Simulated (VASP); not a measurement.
# Cs (P6_3/mmc) in VASP: a series of runs, part 2 of 2

VASP 6.6.1. The steps go on from the part before.

## (3) Single point, PBEsol

INCAR reads:

```
SYSTEM = Cs
PREC = Accurate
ENCUT = 520
EDIFF = 1E-7
ISMEAR = -1
SIGMA = 0.05
LREAL = .False.
LASPH = .True.
NELM = 60
ALGO = Normal
ISIF = 2
LWAVE = .False.
LCHARG = .False.
GGA = PS
NBANDS = 16
```

KPOINTS reads:

```
Automatic mesh
0
Gamma
  10 10 6
  0 0 0
```

POSCAR reads:

```
Cs
1.0
    4.3497201996      0.0000000000      0.0000000000
   -2.1748600998      3.7669681922      0.0000000000
    0.0000000000      0.0000000000      7.1246403119
Cs
2
Direct
    0.3333333333      0.6666666667      0.2500000000
    0.6666666667      0.3333333333      0.7500000000
```

Potentials or basis: VASP PAW PBE potentials, release 64 (Cs_sv).

The run is started by

```sh
$ cat potpaw_PBE.64/Cs_sv/POTCAR > POTCAR
$ mpirun -np 1 vasp_std > vasp.out
```

OUTCAR:

```text
SYSTEM = Cs
   PREC = Accurate
   ENCUT = 520
   EDIFF = 1E-7
   ISMEAR = -1
   LREAL = .False.
   LASPH = .True.
   NELM = 60
   ISIF = 2
   GGA = PS

 ion  position               nearest neighbor table
   1  0.333  0.667  0.250-
   2  0.667  0.333  0.750-

  LATTYP: Found a hexagonal cell.
 ALAT       =     4.3497201996
 C/A-ratio  =     1.6379537039

  Lattice vectors:

 A1 = (   4.3497201996,   0.0000000000,   0.0000000000)
 A2 = (  -2.1748600998,   3.7669681922,   0.0000000000)
 A3 = (   0.0000000000,   0.0000000000,   7.1246403119)

Analysis of symmetry for initial positions (statically):
=====================================================================
 Subroutine PRICEL returns:
 Original cell was already a primitive cell.

 Routine SETGRP: Setting up the symmetry group for a
 hexagonal supercell.

 Subroutine GETGRP returns: Found 24 space group operations
 (whereof 12 operations were pure point group operations)
 out of a pool of 24 trial point group operations.

The static configuration has the point symmetry D_3d.
 The point group associated with its full space group is D_6h.

Analysis of symmetry for dynamics (positions and initial velocities):
=====================================================================
 Subroutine PRICEL returns:
 Original cell was already a primitive cell.

 Routine SETGRP: Setting up the symmetry group for a
 hexagonal supercell.

 Subroutine GETGRP returns: Found 24 space group operations
 (whereof 12 operations were pure point group operations)
 out of a pool of 24 trial point group operations.

The dynamic configuration has the point symmetry D_3d.
 The point group associated with its full space group is D_6h.

 Subroutine INISYM returns: Found 24 space group operations
 (whereof 12 operations are pure point group operations),
 and found     1 'primitive' translations

----------------------------------------------------------------------------------------

                                     Primitive cell

  volume of cell :     116.7391

  direct lattice vectors                    reciprocal lattice vectors
     4.349720200  0.000000000  0.000000000     0.229899845  0.132732737  0.000000000
    -2.174860100  3.766968192  0.000000000     0.000000000  0.265465475  0.000000000
     0.000000000  0.000000000  7.124640312     0.000000000  0.000000000  0.140357963

  length of vectors
     4.349720200  4.349720200  7.124640312     0.265465475  0.265465475  0.140357963

  position of ions in fractional coordinates (direct lattice)
     0.333333333  0.666666667  0.250000000
     0.666666667  0.333333333  0.750000000

  ion indices of the primitive-cell ions
   primitive index   ion index
                 1           1
                 2           2

----------------------------------------------------------------------------------------

 KPOINTS: Automatic mesh

Automatic generation of k-mesh.
 Grid dimensions read from file:
 generate k-points for:   10   10    6

 Generating k-lattice:

  Cartesian coordinates                     Fractional coordinates (reciprocal lattice)
     0.022989985  0.013273274  0.000000000     0.100000000  0.000000000  0.000000000
     0.000000000  0.026546547  0.000000000     0.000000000  0.100000000  0.000000000
     0.000000000  0.000000000  0.023392994     0.000000000  0.000000000  0.166666667

  Length of vectors
     0.026546547  0.026546547  0.023392994

  Shift w.r.t. Gamma in fractional coordinates (k-lattice)
     0.000000000  0.000000000  0.000000000

 Subroutine IBZKPT returns following result:
 ===========================================

 Found     56 irreducible k-points:

 Following reciprocal coordinates:
            Coordinates               Weight
  0.000000  0.000000  0.000000      1.000000
  0.100000  0.000000  0.000000      6.000000
  0.200000  0.000000  0.000000      6.000000
  0.300000  0.000000  0.000000      6.000000
  0.400000  0.000000  0.000000      6.000000
  0.500000  0.000000  0.000000      3.000000
[... 16 lines left out ...]
  0.300000  0.100000  0.166667     24.000000
  0.400000  0.100000  0.166667     24.000000
 [... further k-points ...]
   k-points           NKPTS =     56   k-points in BZ     NKDIM =     56   number of bands    NBANDS=     16
   number of dos      NEDOS =    301   number of ions     NIONS =      2
   total plane-waves  NPLWV =  55296
   dimension x,y,z NGX =    32 NGY =   32 NGZ =   54
   dimension x,y,z NGXF=    64 NGYF=   64 NGZF=  108
   ions per type =               2
   NGX,Y,Z   is equivalent  to a cutoff of  12.23, 12.23, 12.60 a.u.
   NGXF,Y,Z  is equivalent  to a cutoff of  24.46, 24.46, 25.20 a.u.
 SYSTEM =  Cs
   PREC   = accura    normal or accurate (medium, high low for compatibility)
   ISTART =      0    job   : 0-new  1-cont  2-samecut
   ICHARG =      2    charge: 1-file 2-atom 10-const
   ISPIN  =      1    spin polarized calculation?
   LNONCOLLINEAR =      F non collinear calculations
   LSORBIT =      F    spin-orbit coupling
   LASPH  =      T    aspherical Exc in radial PAW
   ENCUT  =  520.0 eV  38.22 Ry    6.18 a.u.   8.09  8.09 13.25*2*pi/ulx,y,z
   NELM   =     60;   NELMIN=  2; NELMDL= -5     # of ELM steps
   EDIFF  = 0.1E-06   stopping-criterion for ELM
   LREAL  =      F    real-space projection
   EDIFFG = 0.1E-05   stopping-criterion for IOM
   NSW    =      0    number of steps for IOM
   IBRION =     -1    ionic relax: 0-MD 1-quasi-New 2-CG
   NFREE  =      0    steps in history (QN), initial steepest desc. (CG)
   ISIF   =      2    stress and relaxation
   ISYM   =      2    0-nonsym 1-usesym 2-fastsym
   POTIM  = 0.5000    time-step for ionic-motion
   TEBEG  =    0.0;   TEEND  =   0.0 temperature during run
   PSTRESS=    0.0 pullay stress
   NELECT =      18.0000    total number of electrons
   NUPDOWN=      -1.0000    fix difference up-down
   EMIN   =  10.00;   EMAX   =-10.00  energy-range for DOS
   EFERMI =   0.00;   METHOD = LEGACY
   ISMEAR =    -1;   SIGMA  =   0.05  broadening in eV -4-tet -1-fermi 0-gaus
   EFERMI_NEDOS =   21; number of points for ismear=-14 and -15
   IALGO  =     38    algorithm
   IMIX   =      4    mixing-type and parameters
     AMIX     =   0.40;   BMIX     =  1.00
     AMIX_MAG =   1.60;   BMIX_MAG =  1.00
  volume/ion in A,a.u.               =      58.37       393.90
  Fermi-wavevector in a.u.,A,eV,Ry     =   0.877863  1.658921 10.485249  0.770644
  Thomas-Fermi vector in A             =   1.997871
   LORBIT       =      0    0 simple, 1 ext, 2 COOP (PROOUT), +10 PAW based schemes
   GGA     = PS    functional components
   LHFCALC =     F    Hartree Fock is set to
   AEXX    =    0.0000 exact exchange contribution
   IVDW    =     0    specifies the selected vdW correction
   LEPSILON=     F    determine dielectric tensor
   LRPA    =     F    only Hartree local field effects (RPA)
 non-spin polarized calculation
  energy-cutoff  :      520.00
  volume of cell :      116.74
 maximum number of plane-waves:      3168
   NGX = 17   NGY = 17   NGZ = 27

 number of electron      17.9999999 magnetization

 Free energy of the ion-electron system (eV)
  ---------------------------------------------------
  ext. energy  EPLUGINS =         0.00000000
  ---------------------------------------------------
  free energy    TOTEN  =        -1.25729005 eV

  energy without entropy =       -1.23489960  energy(sigma->0) =       -1.24609483

 E-fermi :   2.6753     XC(G=0):  -7.6058

 val. band max:        2.6663701743   @ k =   0.5000   0.0000   0.0000
 cond. band min:       2.6934220681   @ k =   0.2000   0.0000   0.3333
 fundamental gap:      0.0270518939
 Fermi energy:         2.6753214074

 k-point     1 :       0.0000    0.0000    0.0000
  band No.  band energies     occupation
      1     -21.0692      2.00000
      2     -20.9524      2.00000
      3      -8.4448      2.00000
      4      -7.5071      2.00000
      5      -7.5071      2.00000
      6      -7.3787      2.00000
[... 8 lines left out ...]
     15       5.9374      0.00000
     16       5.9374      0.00000
[... 419 lines left out ...]
 k-point    24 :       0.4000    0.1000    0.1667
  band No.  band energies     occupation
      1     -20.9483      2.00000
      2     -20.9151      2.00000
      3      -8.3488      2.00000
      4      -8.1946      2.00000
      5      -7.9096      2.00000
      6      -7.7666      2.00000
[... 8 lines left out ...]
     15       5.6512      0.00000
     16       7.7172      0.00000

 [... further k-points ...]

------------------------ aborting loop because EDIFF is reached ----------------------------------------

  FORCE on cell =-STRESS in cart. coord.  units (eV):
  Direction    XX          YY          ZZ          XY          YZ          ZX
  --------------------------------------------------------------------------------------
  -------------------------------------------------------------------------------------
  Total        2.0946516      2.0946516      2.1186915      0.0000000      0.0000000      0.0000000
  in kB       28.7479019     28.7479019     29.0778370      0.0000000      0.0000000      0.0000000
  external PRESSURE =      28.8578803 kB  Pullay stress =       0.0000000 kB

 VOLUME and BASIS-vectors are now :
 -----------------------------------------------------------------------------
  energy-cutoff  :      520.00
  volume of cell :      116.74
      direct lattice vectors                 reciprocal lattice vectors
     4.349720200  0.000000000  0.000000000     0.229899845  0.132732737  0.000000000
    -2.174860100  3.766968192  0.000000000     0.000000000  0.265465475  0.000000000
     0.000000000  0.000000000  7.124640312     0.000000000  0.000000000  0.140357963

 POSITION                                       TOTAL-FORCE (eV/Angst)
 -----------------------------------------------------------------------------------
     -0.00000      2.51131      1.78116        -0.000000      0.000000      0.000000
      2.17486      1.25566      5.34348         0.000000      0.000000      0.000000
 -----------------------------------------------------------------------------------
    total drift:                                0.000000     -0.000000      0.000000

  FREE ENERGIE OF THE ION-ELECTRON SYSTEM (eV)
  ---------------------------------------------------
  free  energy   TOTEN  =        -1.2572900518 eV

  energy  without entropy=       -1.2348996042  energy(sigma->0) =       -1.24609483
```

stdout:

```text
POSCAR found type information on POSCAR Cs
 POSCAR found :  1 types and       2 ions
 scaLAPACK will be used
 -----------------------------------------------------------------------------
|                                                                             |
|                                                                             |
|     You enforced a specific xc type in the INCAR file but a different       |
|     I HOPE YOU KNOW WHAT YOU ARE DOING!                                     |
|                                                                             |
 -----------------------------------------------------------------------------

 LDA part: xc-table for (Slater+PW92), standard interpolation
 POSCAR, INCAR and KPOINTS ok, starting setup
 FFT: planning ... GRIDC
 FFT: planning ... GRID_SOFT
 FFT: planning ... GRID
 WAVECAR not read
 entering main loop
```

Run time: 36 s. Hardware: 1 thread of Intel Xeon 6975P-C (Granite Rapids), shared host; peak memory 0.26 GiB.

Results:

```
Free energy            : -1.2573 eV
Pressure               : 2.9 GPa
Band gap on the k mesh : zero (bands 9 and 10 overlap by 1.55 eV)
```

Caveat: the PAW data sets were made with another functional, which shifts forces and pressure a little; spin-orbit coupling is left out, which moves the levels of the heavy elements.

## (4) Single point, PBEsol

This run uses another cell than the first one: it holds 4 atoms, not 2.

INCAR reads:

```
SYSTEM = Cs
PREC = Accurate
ENCUT = 520
EDIFF = 1E-7
ISMEAR = -1
SIGMA = 0.05
LREAL = .FALSE.
LASPH = .TRUE.
NELM = 80
ALGO = Normal
ISIF = 2
LWAVE = .FALSE.
LCHARG = .FALSE.
GGA = PS
NBANDS = 26
```

KPOINTS reads:

```
Automatic mesh
0
G
  8 8 3
  0 0 0
```

POSCAR reads:

```
Cs
1.0
    4.3323444311      0.0000000000      0.0000000000
   -2.1661722155      3.7519203352      0.0000000000
    0.0000000000      0.0000000000     14.1286563518
Cs
4
Direct
    0.0000000000      0.0000000000      0.0000000000
    0.0000000000      0.0000000000      0.5000000000
    0.3333333333      0.6666666667      0.2500000000
    0.6666666667      0.3333333333      0.7500000000
```

The run is started by

```sh
$ cat potpaw_PBE.64/Cs_sv/POTCAR > POTCAR
$ mpirun -np 1 vasp_std > vasp.out
```

Run time: 55 s. Hardware: 1 thread of Intel Xeon 6975P-C (Granite Rapids), shared host; peak memory 0.34 GiB.

Results (log left out):

```yaml
Free_energy: -2.4658 eV
Pressure: 2.9 GPa
Band_gap_on_the_k_mesh: zero (bands 18 and 19 overlap by 1.37 eV)
```

Levels at points of the mesh, in eV from the Fermi level:
```csv
k point,band 16,band 17,band 18,band 19,band 20,band 21
"(0.00, 0.00, 0.00)",-10.00,-2.15,-0.99,-0.98,-0.36,1.86
"(0.50, 0.00, 0.00)",-10.14,-0.48,-0.42,0.00,0.26,0.84
```

Caveat: the PAW data sets were made with another functional, which shifts forces and pressure a little; spin-orbit coupling is left out, which moves the levels of the heavy elements.

## (5) Relaxation of cell and atoms, PBEsol, target pressure 2.9 GPa, at which the enthalpy is minimised

This run uses another cell than the first one, of 56.88 Å³/atom.

INCAR reads:

```
SYSTEM = Cs
  ALGO = Normal
  EDIFF = 1E-6
  EDIFFG = -0.005
  ENCUT = 600
  GGA = PS
  IBRION = 2
  ISIF = 3
  ISMEAR = -1
  LASPH = .TRUE.
  LCHARG = .FALSE.
  LREAL = .FALSE.
  LWAVE = .FALSE.
  NELM = 100
  NSW = 60
  PREC = Accurate
  PSTRESS = 29.0
  SIGMA = 0.05
```

KPOINTS reads:

```
k-points
0
G
  10 10 6
  0 0 0
```

POSCAR reads:

```
Cs
1.0
    4.3282912648      0.0000000000      0.0000000000
   -2.1641456324      3.7484101903      0.0000000000
    0.0000000000      0.0000000000      7.0118318490
Cs
2
Direct
    0.3333333333      0.6666666667      0.2500000000
    0.6666666667      0.3333333333      0.7500000000
```

The run is started by

```sh
$ cat potpaw_PBE.64/Cs_sv/POTCAR > POTCAR
$ mpirun -np 1 vasp_std > vasp.out
```

It took 3 min on 1 thread of Intel Xeon 6975P-C (Granite Rapids), shared host; peak memory 0.3 GiB.

It converged, with:

| Item | Value |
| --- | --- |
| Free energy | -1.2540 eV |
| Relaxed volume | 58.28 Å³/atom |
| Relaxed cell | a = 4.344 Å, b = 4.344 Å, c = 7.133 Å, α = 90.00°, β = 90.00°, γ = 120.00° |
| Space group after relaxing (to 0.1 Å) | P6_3/mmc (No. 194) |
| Energy change on relaxing (the run minimises the enthalpy) | -26.4 meV/atom |
| Ionic steps | 11 |
| Pressure after relaxing | 2.9 GPa |
| Band gap on the k mesh | zero (bands 9 and 10 overlap by 1.55 eV) |

Step by step:
| step | energy change (eV) | largest force (eV/Å) | pressure (GPa) | volume (Å³) |
| --- | --- | --- | --- | --- |
| 1 | 0.0000 | 0.0000 | 3.09 | 113.76 |
| 2 | -0.0209 | 0.0000 | 3.01 | 114.85 |
| 3 | -0.0580 | 0.0000 | 2.88 | 116.86 |
| 4 | -0.0569 | 0.0000 | 2.88 | 116.79 |
| 5 | -0.0558 | 0.0000 | 2.89 | 116.73 |
| 6 | -0.0550 | 0.0000 | 2.91 | 116.68 |
| 7 | -0.0546 | 0.0000 | 2.90 | 116.66 |
| 8 | -0.0538 | 0.0000 | 2.91 | 116.62 |
| 9 | -0.0522 | 0.0000 | 2.93 | 116.53 |
| 10 | -0.0533 | 0.0000 | 2.88 | 116.59 |
| 11 | -0.0527 | 0.0000 | 2.91 | 116.56 |

Final structure:
```
CELL_PARAMETERS angstrom
4.34381 0.00000 0.00000
-2.17190 3.76185 0.00000
0.00000 0.00000 7.13293
ATOMIC_POSITIONS crystal
Cs 0.33333 0.66667 0.25000
Cs 0.66667 0.33333 0.75000
```

Levels at points of the mesh, in eV from the Fermi level:
| k point | band 7 | band 8 | band 9 | band 10 | band 11 | band 12 |
| --- | --- | --- | --- | --- | --- | --- |
| (0.00, 0.00, 0.00) | -10.05 | -10.05 | -2.19 | -0.40 | 2.23 | 2.66 |
| (0.50, 0.00, 0.00) | -10.30 | -10.19 | -0.03 | -0.01 | 0.21 | 1.73 |
| (0.00, 0.00, 0.50) | -10.12 | -10.12 | -1.04 | -1.04 | 1.83 | 1.83 |
| (0.50, 0.00, 0.50) | -10.31 | -10.31 | -0.33 | -0.33 | 1.11 | 1.11 |

Caveat: the cell is relaxed towards a set pressure, so the run minimises the enthalpy, not the energy; the PAW data sets were made with another functional, which shifts forces and pressure a little; spin-orbit coupling is left out, which moves the levels of the heavy elements.

## (6) Summary

| task | cell | k mesh | cutoff (eV) | gap on the mesh (eV) | pressure (GPa) |
| --- | --- | --- | --- | --- | --- |
| single point | a = 4.350, b = 4.350, c = 7.125 Å, angles 90.0, 90.0, 120.0°, 2 atoms, atomic positions A | 10 × 10 × 6 | 520 | none | 2.9 |
| single point | a = 4.332, b = 4.332, c = 14.129 Å, angles 90.0, 90.0, 120.0°, 4 atoms, atomic positions B | 8 × 8 × 3 | 520 | none | 2.9 |
| relaxation of cell and atoms | relaxed to 2.9 GPa from a = 4.328, b = 4.328, c = 7.012 Å, angles 90.0, 90.0, 120.0°, 2 atoms, atomic positions A | 10 × 10 × 6 | 600 | none | 2.9 |

Alike in all rows: level PBEsol; potentials or basis VASP PAW PBE potentials, release 64 (Cs_sv); no spin polarisation; smearing fermi-dirac 0.05 eV.

Caveats: the PAW data sets were made with another functional, which shifts forces and pressure a little; spin-orbit coupling is left out, which moves the levels of the heavy elements; the cell is relaxed towards a set pressure, so the run minimises the enthalpy, not the energy (at least some runs).

Total energies depend on the potentials used, so only differences within one code and one set of settings carry meaning.

The gap in the log of VASP goes by the Fermi energy; the results here count the filled bands.